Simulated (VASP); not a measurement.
# Ge4H in VASP: notebook

Runs on Ge4H. Level: PBE+D3(BJ). Tasks: single point.

Everything below comes from runs of VASP 6.6.1. Logs are shortened: lines on timing, memory, paths and dates and some standing lists are left out, and cuts for length are marked.

**1. The cell of the first run**

The cell holds a slab with vacuum, 5 atoms: a = 4.030 Å, b = 4.030 Å, c = 21.642 Å, α = 90.00°, β = 90.00°, γ = 90.00°.

**2. Single point, PBE+D3(BJ)**

INCAR

```
SYSTEM = Ge4H
PREC = Accurate
ENCUT = 520
EDIFF = 1E-6
ISMEAR = 0
SIGMA = 0.1
LREAL = .FALSE.
LASPH = .TRUE.
NELM = 80
ALGO = Normal
ISIF = 2
LWAVE = .FALSE.
LCHARG = .FALSE.
LDIPOL = .TRUE.
IDIPOL = 3
DIPOL = 0.5 0.5 0.336
GGA = PE
IVDW = 12
NBANDS = 36
```

KPOINTS

```
Automatic mesh
0
G
  7 7 1
  0 0 0
```

POSCAR

```
Ge4H
1.0
    4.0303587907      0.0000000000      0.0000000000
    0.0000000000      4.0303587907      0.0000000000
    0.0000000000      0.0000000000     21.6416627718
Ge H
4 1
Direct
    0.0000000000      0.5000000000      0.1848286817
    0.0000000000      0.0000000000      0.2506714513
    0.5000000000      0.0000000000      0.3196569899
    0.5000000000      0.5000000000      0.3854446333
    0.6250000000      0.8750000000      0.5379282957
```

Potentials or basis: VASP PAW PBE potentials, release 64 (Ge_d, H).

The run is started by

```console
$ cat potpaw_PBE.64/Ge_d/POTCAR potpaw_PBE.64/H/POTCAR > POTCAR
$ mpirun -np 1 vasp_std > vasp.out
```

OUTCAR:

```text
SYSTEM = Ge4H
   PREC = Accurate
   ENCUT = 520
   EDIFF = 1E-6
   ISMEAR = 0
   LREAL = .FALSE.
   LASPH = .TRUE.
   NELM = 80
   ISIF = 2
   GGA = PE
   IVDW = 12
 IVDW          = 12

 ion  position               nearest neighbor table
   1  0.000  0.500  0.185-   2 2.47   2 2.47
   2  0.000  0.000  0.251-   1 2.47   1 2.47   3 2.51   3 2.51
   3  0.500  0.000  0.320-   4 2.47   4 2.47   2 2.51   2 2.51
   4  0.500  0.500  0.385-   3 2.47   3 2.47
   5  0.625  0.875  0.538-

  LATTYP: Found a simple tetragonal cell.
 ALAT       =     4.0303587907
 C/A-ratio  =     5.3696615849

  Lattice vectors:

 A1 = (   4.0303587907,   0.0000000000,   0.0000000000)
 A2 = (   0.0000000000,   4.0303587907,   0.0000000000)
 A3 = (   0.0000000000,   0.0000000000,  21.6416627718)

Analysis of symmetry for initial positions (statically):
=====================================================================
 Subroutine PRICEL returns:
 Original cell was already a primitive cell.

 Routine SETGRP: Setting up the symmetry group for a
 simple tetragonal supercell.

 Subroutine GETGRP returns: Found  1 space group operations
 (whereof  1 operations were pure point group operations)
 out of a pool of 16 trial point group operations.

The static configuration has the point symmetry C_1 .

Analysis of symmetry for dynamics (positions and initial velocities):
=====================================================================
 Subroutine PRICEL returns:
 Original cell was already a primitive cell.

 Routine SETGRP: Setting up the symmetry group for a
 simple tetragonal supercell.

 Subroutine GETGRP returns: Found  1 space group operations
 (whereof  1 operations were pure point group operations)
 out of a pool of 16 trial point group operations.

The dynamic configuration has the point symmetry C_1 .

 Subroutine INISYM returns: Found  1 space group operations
 (whereof  1 operations are pure point group operations),
 and found     1 'primitive' translations

----------------------------------------------------------------------------------------

                                     Primitive cell

  volume of cell :     351.5427

  direct lattice vectors                    reciprocal lattice vectors
     4.030358791  0.000000000  0.000000000     0.248116868  0.000000000  0.000000000
     0.000000000  4.030358791  0.000000000     0.000000000  0.248116868  0.000000000
     0.000000000  0.000000000 21.641662772     0.000000000  0.000000000  0.046207170

[... 98 lines left out ...]
   PSTRESS=    0.0 pullay stress
   NELECT =      57.0000    total number of electrons
   NUPDOWN=      -1.0000    fix difference up-down
   EMIN   =  10.00;   EMAX   =-10.00  energy-range for DOS
   EFERMI =   0.00;   METHOD = LEGACY
   ISMEAR =     0;   SIGMA  =   0.10  broadening in eV -4-tet -1-fermi 0-gaus
   EFERMI_NEDOS =   21; number of points for ismear=-14 and -15
   IALGO  =     38    algorithm
   IMIX   =      4    mixing-type and parameters
     AMIX     =   0.40;   BMIX     =  1.00
     AMIX_MAG =   1.60;   BMIX_MAG =  1.00
  volume/ion in A,a.u.               =      70.31       474.47
  Fermi-wavevector in a.u.,A,eV,Ry     =   0.892703  1.686964 10.842742  0.796919
  Thomas-Fermi vector in A             =   2.014686
   LORBIT       =      0    0 simple, 1 ext, 2 COOP (PROOUT), +10 PAW based schemes
   GGA     = PE    functional components
   LHFCALC =     F    Hartree Fock is set to
   AEXX    =    0.0000 exact exchange contribution
   IVDW    =    12    specifies the selected vdW correction
   LEPSILON=     F    determine dielectric tensor
   LRPA    =     F    only Hartree local field effects (RPA)
 non-spin polarized calculation
 Gauss-broadening in eV      SIGMA  =   0.10
  energy-cutoff  :      520.00
  volume of cell :      351.54
 maximum number of plane-waves:      9517
 NGX is ok and might be reduce to    30
   NGX = 15   NGY = 15   NGZ = 81

 dipolmoment           0.000000      0.000000     -0.000002 electrons x Angstroem

 number of electron      56.9999906 magnetization

 dipolmoment           0.000000      0.000000      0.143552 electrons x Angstroem

 Free energy of the ion-electron system (eV)
  ---------------------------------------------------
  ext. energy  EPLUGINS =         0.00000000
  ---------------------------------------------------
  free energy    TOTEN  =       -15.82493625 eV

  energy without entropy =      -15.79302277  energy(sigma->0) =      -15.80897951

 E-fermi :  -2.9685     XC(G=0):  -3.8519

 val. band max:       -2.9910037991   @ k =  -0.2857   0.1429   0.0000
 cond. band min:      -2.9206900989   @ k =   0.0000   0.4286   0.0000
 fundamental gap:      0.0703137002
 Fermi energy:        -2.9684981100

 k-point     1 :       0.0000    0.0000    0.0000
  band No.  band energies     occupation
      1     -27.4080      2.00000
      2     -27.3679      2.00000
      3     -27.3382      2.00000
      4     -27.3367      2.00000
      5     -27.2747      2.00000
      6     -27.2563      2.00000
[... 925 lines left out ...]
     35       2.0054      0.00000
     36       3.2462      0.00000

 [... further k-points ...]

------------------------ aborting loop because EDIFF is reached ----------------------------------------

 vacuum level on the upper side and lower side of the slab       (xc-potential included)         0.607        -0.952

 Edisp (eV)   -0.88029

 E8    (eV) :    -0.4067

  FORCE on cell =-STRESS in cart. coord.  units (eV):
  Direction    XX          YY          ZZ          XY          YZ          ZX
  --------------------------------------------------------------------------------------
  -------------------------------------------------------------------------------------
  Total      -2.70480    -0.40289    -1.23823    -0.06316    -0.47282    -0.11545
  in kB     -12.32727    -1.83620    -5.64332    -0.28787    -2.15490    -0.52616
  external pressure =       -6.60 kB  Pullay stress =        0.00 kB

 VOLUME and BASIS-vectors are now :
 -----------------------------------------------------------------------------
  energy-cutoff  :      520.00
  volume of cell :      351.54
      direct lattice vectors                 reciprocal lattice vectors
     4.030358791  0.000000000  0.000000000     0.248116868  0.000000000  0.000000000
     0.000000000  4.030358791  0.000000000     0.000000000  0.248116868  0.000000000
     0.000000000  0.000000000 21.641662772     0.000000000  0.000000000  0.046207170

 POSITION                                       TOTAL-FORCE (eV/Angst)
 -----------------------------------------------------------------------------------
      0.00000      2.01518      4.00000        -0.016853      0.011243     -0.080897
      0.00000      0.00000      5.42495         0.026748      0.026110      0.105619
      2.01518      0.00000      6.91791        -0.005124     -0.057827      0.014365
      2.01518      2.01518      8.34166         0.030949      0.150817      0.329715
      2.51897      3.52656     11.64166        -0.035720     -0.130344     -0.368802
 -----------------------------------------------------------------------------------
    total drift:                               -0.000020     -0.000005     -0.001621

  FREE ENERGIE OF THE ION-ELECTRON SYSTEM (eV)
  ---------------------------------------------------
  free  energy   TOTEN  =       -16.7052234932 eV

  energy  without entropy=      -16.6733100169  energy(sigma->0) =      -16.68926676

 vacuum level on the upper side and lower side of the slab         3.393         1.800
```

OSZICAR:

```text
N       E                     dE             d eps       ncg     rms          rms(c)
DAV:   1     0.446355601882E+03    0.44636E+03   -0.29620E+04  2172   0.232E+03
DAV:   2     0.509755669658E+02   -0.39538E+03   -0.38885E+03  2164   0.551E+02
DAV:   3    -0.133621544669E+02   -0.64338E+02   -0.64009E+02  2508   0.179E+02
[... 17 lines left out ...]
DAV:  21    -0.158249230428E+02   -0.25041E-04   -0.43073E-06  1532   0.174E-02    0.103E-02
DAV:  22    -0.158249313601E+02   -0.83173E-05   -0.14424E-05  1480   0.168E-02    0.285E-03
DAV:  23    -0.158249341536E+02   -0.27935E-05   -0.25485E-06  1384   0.710E-03    0.250E-03
DAV:  24    -0.158249357686E+02   -0.16150E-05   -0.70608E-07  1264   0.629E-03    0.165E-04
DAV:  25    -0.158249362507E+02   -0.48204E-06   -0.59406E-08  1192   0.227E-03
   1 F= -.16705223E+02 E0= -.16689267E+02  d E =-.319135E-01
```

stdout:

```text
POSCAR found type information on POSCAR GeH
 POSCAR found :  2 types and       5 ions
 scaLAPACK will be used
 LDA part: xc-table for (Slater+PW92), standard interpolation
 POSCAR, INCAR and KPOINTS ok, starting setup
 FFT: planning ... GRIDC
 FFT: planning ... GRID_SOFT
 FFT: planning ... GRID
 WAVECAR not read
 entering main loop
```

Wall time 5.5 min (1 thread of AMD EPYC 7R13 (Zen 3), shared host); peak memory 0.5 GiB.

Results:

```yaml
Free_energy: -16.7052 eV
Largest_force: 0.393 eV/Å
Band_gap_on_the_k_mesh: zero (an odd number of electrons rules out a gap without spin polarisation)
Dispersion_energy_per_atom: -0.176 eV
```

Forces on the atoms (eV/Å):
```
Ge  -0.017  0.011 -0.081
Ge   0.027  0.026  0.106
Ge  -0.005 -0.058  0.014
Ge   0.031  0.151  0.330
H   -0.036 -0.130 -0.369
```

**3. Single point, PBE+D3(BJ)**

INCAR

```
PREC = Accurate
ENCUT = 520
EDIFF = 1E-6
ISMEAR = 0
SIGMA = 0.1
LREAL = False
LASPH = True
NELM = 100
ALGO = Normal
ISIF = 2
LWAVE = False
LCHARG = True
LDIPOL = True
IDIPOL = 3
DIPOL = 0.5 0.5 0.336
GGA = PE
IVDW = 12
LELF = True
LVHAR = True
LVACPOTAV = True
NBANDS = 36
```

KPOINTS

```
regular mesh
0
Gamma
  7 7 1
```

POSCAR, as its differences from that of step 2:

```diff
@@ -12,2 +12,2 @@
     0.5000000000      0.5000000000      0.3854446333
-    0.6250000000      0.8750000000      0.5379282957
+    0.8750000000      0.6250000000      0.5379282957
```

Potentials or basis: VASP PAW PBE potentials, release 64 (Ge_d, H).

The run is started by

```console
$ cat potpaw_PBE.64/Ge_d/POTCAR potpaw_PBE.64/H/POTCAR > POTCAR
$ mpirun -np 1 vasp_std > vasp.out
```

Run time: 5.5 min. Hardware: 1 thread of AMD EPYC 7R13 (Zen 3), shared host; peak memory 0.5 GiB.

The run converged. Its results:

```
Free energy                : -16.7662 eV
Largest force              : 0.498 eV/Å
Band gap on the k mesh     : zero (an odd number of electrons rules out a gap without spin polarisation)
Dispersion energy per atom : -0.176 eV
```

Forces on the atoms (eV/Å):
```
Ge  -0.029  0.003 -0.101
Ge   0.038  0.018  0.141
Ge   0.002 -0.032  0.034
Ge   0.065  0.090  0.412
H   -0.076 -0.079 -0.486
```

Levels at points of the mesh, in eV from the Fermi level:
| k point | band 25 | band 26 | band 27 | band 28 | band 29 | band 30 | band 31 | band 32 |
| --- | --- | --- | --- | --- | --- | --- | --- | --- |
| (0.00, 0.00, 0.00) | -1.73 | -1.49 | -0.52 | -0.33 | 0.78 | 1.30 | 1.93 | 2.08 |

(Part 1 of 2 ends here.)
